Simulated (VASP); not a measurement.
# PbF2 (Fm-3m) in VASP: further runs, part 2 of 2

VASP 6.6.1.

## Step 3: Single point, PBEsol

This run uses another cell than the first one, of 16.15 Å³/atom.

The input, INCAR:

```
ALGO = Normal
EDIFF = 1E-6
ENCUT = 600
GGA = PS
GGA_COMPAT = F
ISIF = 2
ISMEAR = -1
LASPH = T
LCHARG = F
LREAL = F
LWAVE = F
NBANDS = 21
NELM = 120
PREC = Accurate
SIGMA = 0.05
```

The input, KPOINTS:

```
k-points
0
Gamma
  8 8 8
```

The input, POSCAR:

```
PbF2
1.0
    0.0000000000      2.8937487906      2.8937487906
    2.8937487906      0.0000000000      2.8937487906
    2.8937487906      2.8937487906      0.0000000000
Pb F
1 2
Direct
    0.0000000000      0.0000000000      0.0000000000
    0.7500000000      0.7500000000      0.7500000000
    0.2500000000      0.2500000000      0.2500000000
```

Potentials or basis: VASP PAW PBE potentials, release 64 (Pb_d, F).

Command:

```
$ cat potpaw_PBE.64/Pb_d/POTCAR potpaw_PBE.64/F/POTCAR > POTCAR
$ mpirun -np 1 vasp_std > vasp.out
```

OUTCAR:

```text
EDIFF = 1E-6
   ENCUT = 600
   GGA = PS
   ISIF = 2
   ISMEAR = -1
   LASPH = T
   LREAL = F
   NELM = 120
   PREC = Accurate

 ion  position               nearest neighbor table
   1  0.000  0.000  0.000-   2 2.51   2 2.51   2 2.51   2 2.51   3 2.51   3 2.51   3 2.51   3 2.51

   2  0.750  0.750  0.750-   1 2.51   1 2.51   1 2.51   1 2.51
   3  0.250  0.250  0.250-   1 2.51   1 2.51   1 2.51   1 2.51

  LATTYP: Found a face centered cubic cell.
 ALAT       =     5.7874975812

  Lattice vectors:

 A1 = (   0.0000000000,   2.8937487906,   2.8937487906)
 A2 = (   2.8937487906,   0.0000000000,   2.8937487906)
 A3 = (   2.8937487906,   2.8937487906,   0.0000000000)

Analysis of symmetry for initial positions (statically):
=====================================================================
 Subroutine PRICEL returns:
 Original cell was already a primitive cell.

 Routine SETGRP: Setting up the symmetry group for a
 face centered cubic supercell.

 Subroutine GETGRP returns: Found 48 space group operations
 (whereof 48 operations were pure point group operations)
 out of a pool of 48 trial point group operations.

The static configuration has the point symmetry O_h .

Analysis of symmetry for dynamics (positions and initial velocities):
=====================================================================
 Subroutine PRICEL returns:
 Original cell was already a primitive cell.

 Routine SETGRP: Setting up the symmetry group for a
 face centered cubic supercell.

 Subroutine GETGRP returns: Found 48 space group operations
 (whereof 48 operations were pure point group operations)
 out of a pool of 48 trial point group operations.

The dynamic configuration has the point symmetry O_h .

 Subroutine INISYM returns: Found 48 space group operations
 (whereof 48 operations are pure point group operations),
 and found     1 'primitive' translations

----------------------------------------------------------------------------------------

                                     Primitive cell

  volume of cell :      48.4632

  direct lattice vectors                    reciprocal lattice vectors
     0.000000000  2.893748791  2.893748791    -0.172786249  0.172786249  0.172786249
     2.893748791  0.000000000  2.893748791     0.172786249 -0.172786249  0.172786249
     2.893748791  2.893748791  0.000000000     0.172786249  0.172786249 -0.172786249

  length of vectors
     4.092378786  4.092378786  4.092378786     0.299274563  0.299274563  0.299274563

  position of ions in fractional coordinates (direct lattice)
     0.000000000  0.000000000  0.000000000
     0.750000000  0.750000000  0.750000000
     0.250000000  0.250000000  0.250000000

  ion indices of the primitive-cell ions
   primitive index   ion index
                 1           1
                 2           2
                 3           3

----------------------------------------------------------------------------------------

 KPOINTS: k-points

Automatic generation of k-mesh.
 Grid dimensions read from file:
 generate k-points for:    8    8    8

 Generating k-lattice:

  Cartesian coordinates                     Fractional coordinates (reciprocal lattice)
    -0.021598281  0.021598281  0.021598281     0.125000000  0.000000000  0.000000000
     0.021598281 -0.021598281  0.021598281     0.000000000  0.125000000  0.000000000
     0.021598281  0.021598281 -0.021598281     0.000000000  0.000000000  0.125000000

  Length of vectors
     0.037409320  0.037409320  0.037409320

  Shift w.r.t. Gamma in fractional coordinates (k-lattice)
     0.000000000  0.000000000  0.000000000

 Subroutine IBZKPT returns following result:
 ===========================================

 Found     29 irreducible k-points:

 Following reciprocal coordinates:
            Coordinates               Weight
  0.000000  0.000000  0.000000      1.000000
  0.125000  0.000000  0.000000      8.000000
  0.250000  0.000000  0.000000      8.000000
  0.375000  0.000000  0.000000      8.000000
  0.500000  0.000000  0.000000      4.000000
  0.125000  0.125000  0.000000      6.000000
[... 16 lines left out ...]
  0.500000  0.250000  0.125000     48.000000
 -0.375000  0.250000  0.125000     24.000000
 [... further k-points ...]
   k-points           NKPTS =     29   k-points in BZ     NKDIM =     29   number of bands    NBANDS=     21
   number of dos      NEDOS =    301   number of ions     NIONS =      3
   total plane-waves  NPLWV =  46656
   dimension x,y,z NGX =    36 NGY =   36 NGZ =   36
   dimension x,y,z NGXF=    72 NGYF=   72 NGZF=   72
   ions per type =               1   2
   NGX,Y,Z   is equivalent  to a cutoff of  14.62, 14.62, 14.62 a.u.
   NGXF,Y,Z  is equivalent  to a cutoff of  29.25, 29.25, 29.25 a.u.
 SYSTEM =  unknown system
   PREC   = accura    normal or accurate (medium, high low for compatibility)
   ISTART =      0    job   : 0-new  1-cont  2-samecut
   ICHARG =      2    charge: 1-file 2-atom 10-const
   ISPIN  =      1    spin polarized calculation?
   LNONCOLLINEAR =      F non collinear calculations
   LSORBIT =      F    spin-orbit coupling
   LASPH  =      T    aspherical Exc in radial PAW
   ENCUT  =  600.0 eV  44.10 Ry    6.64 a.u.   8.17  8.17  8.17*2*pi/ulx,y,z
   NELM   =    120;   NELMIN=  2; NELMDL= -5     # of ELM steps
   EDIFF  = 0.1E-05   stopping-criterion for ELM
   LREAL  =      F    real-space projection
   EDIFFG = 0.1E-04   stopping-criterion for IOM
   NSW    =      0    number of steps for IOM
   IBRION =     -1    ionic relax: 0-MD 1-quasi-New 2-CG
   NFREE  =      0    steps in history (QN), initial steepest desc. (CG)
   ISIF   =      2    stress and relaxation
   ISYM   =      2    0-nonsym 1-usesym 2-fastsym
   POTIM  = 0.5000    time-step for ionic-motion
   TEBEG  =    0.0;   TEEND  =   0.0 temperature during run
   PSTRESS=    0.0 pullay stress
   NELECT =      28.0000    total number of electrons
   NUPDOWN=      -1.0000    fix difference up-down
   EMIN   =  10.00;   EMAX   =-10.00  energy-range for DOS
   EFERMI =   0.00;   METHOD = LEGACY
   ISMEAR =    -1;   SIGMA  =   0.05  broadening in eV -4-tet -1-fermi 0-gaus
   EFERMI_NEDOS =   21; number of points for ismear=-14 and -15
   IALGO  =     38    algorithm
   IMIX   =      4    mixing-type and parameters
     AMIX     =   0.40;   BMIX     =  1.00
     AMIX_MAG =   1.60;   BMIX_MAG =  1.00
  volume/ion in A,a.u.               =      16.15       109.02
  Fermi-wavevector in a.u.,A,eV,Ry     =   1.363505  2.576651 25.295209  1.859145
  Thomas-Fermi vector in A             =   2.489902
   LORBIT       =      0    0 simple, 1 ext, 2 COOP (PROOUT), +10 PAW based schemes
   GGA     = PS    functional components
   LHFCALC =     F    Hartree Fock is set to
   AEXX    =    0.0000 exact exchange contribution
   IVDW    =     0    specifies the selected vdW correction
   LEPSILON=     F    determine dielectric tensor
   LRPA    =     F    only Hartree local field effects (RPA)
 non-spin polarized calculation
  energy-cutoff  :      600.00
  volume of cell :       48.46
 maximum number of plane-waves:      1639
 NGX is ok and might be reduce to    36
   NGX = 17   NGY = 17   NGZ = 17

 number of electron      27.9999998 magnetization

 Free energy of the ion-electron system (eV)
  ---------------------------------------------------
  ext. energy  EPLUGINS =         0.00000000
  ---------------------------------------------------
  free energy    TOTEN  =       -14.89625159 eV

  energy without entropy =      -14.89625159  energy(sigma->0) =      -14.89625159

 E-fermi :   3.7797     XC(G=0): -10.0346

 val. band max:        2.6652726271   @ k =  -0.2500   0.5000   0.2500
 cond. band min:       6.9397331586   @ k =   0.5000   0.5000   0.0000
 fundamental gap:      4.2744605315
 Fermi energy:         3.7796712444

 k-point     1 :       0.0000    0.0000    0.0000
  band No.  band energies     occupation
      1     -18.9435      2.00000
      2     -18.1614      2.00000
      3     -11.8239      2.00000
      4     -11.8239      2.00000
      5     -11.8239      2.00000
      6     -11.7213      2.00000
[... 13 lines left out ...]
     20      17.7667      0.00000
     21      20.4371      0.00000
[... 529 lines left out ...]
 k-point    24 :      -0.3750    0.2500    0.1250
  band No.  band energies     occupation
      1     -18.5539      2.00000
      2     -18.5052      2.00000
      3     -11.7569      2.00000
      4     -11.7544      2.00000
      5     -11.6976      2.00000
      6     -11.6639      2.00000
[... 13 lines left out ...]
     20      19.0993      0.00000
     21      19.3559      0.00000

 [... further k-points ...]

------------------------ aborting loop because EDIFF is reached ----------------------------------------

  FORCE on cell =-STRESS in cart. coord.  units (eV):
  Direction    XX          YY          ZZ          XY          YZ          ZX
  --------------------------------------------------------------------------------------
  -------------------------------------------------------------------------------------
  Total        1.4435050      1.4435050      1.4435050      0.0000000     -0.0000000     -0.0000000
  in kB       47.7217544     47.7217544     47.7217544      0.0000000     -0.0000000     -0.0000000
  external PRESSURE =      47.7217544 kB  Pullay stress =       0.0000000 kB

 VOLUME and BASIS-vectors are now :
 -----------------------------------------------------------------------------
  energy-cutoff  :      600.00
  volume of cell :       48.46
      direct lattice vectors                 reciprocal lattice vectors
     0.000000000  2.893748791  2.893748791    -0.172786249  0.172786249  0.172786249
     2.893748791  0.000000000  2.893748791     0.172786249 -0.172786249  0.172786249
     2.893748791  2.893748791  0.000000000     0.172786249  0.172786249 -0.172786249

 POSITION                                       TOTAL-FORCE (eV/Angst)
 -----------------------------------------------------------------------------------
      0.00000      0.00000      0.00000         0.000000     -0.000000      0.000000
      4.34062      4.34062      4.34062         0.000000      0.000000      0.000000
      1.44687      1.44687      1.44687        -0.000000     -0.000000     -0.000000
 -----------------------------------------------------------------------------------
    total drift:                                0.000000      0.000000      0.000000

  FREE ENERGIE OF THE ION-ELECTRON SYSTEM (eV)
  ---------------------------------------------------
  free  energy   TOTEN  =       -14.8962515867 eV

  energy  without entropy=      -14.8962515866  energy(sigma->0) =      -14.89625159
```

Run time: 52 s. Hardware: 1 thread of Intel Xeon 8259CL, shared host; peak memory 0.22 GiB.

What came out:

* Free energy: -14.8963 eV
* Pressure: 4.8 GPa
* Band gap on the k mesh: 4.27 eV (least direct gap 4.44 eV)

Caveat: the cell stands under pressure; the PAW data sets were made with another functional, which shifts forces and pressure a little; spin-orbit coupling is left out, which moves the levels of the heavy elements. As with any semilocal functional, this PBEsol gap is likely too small.
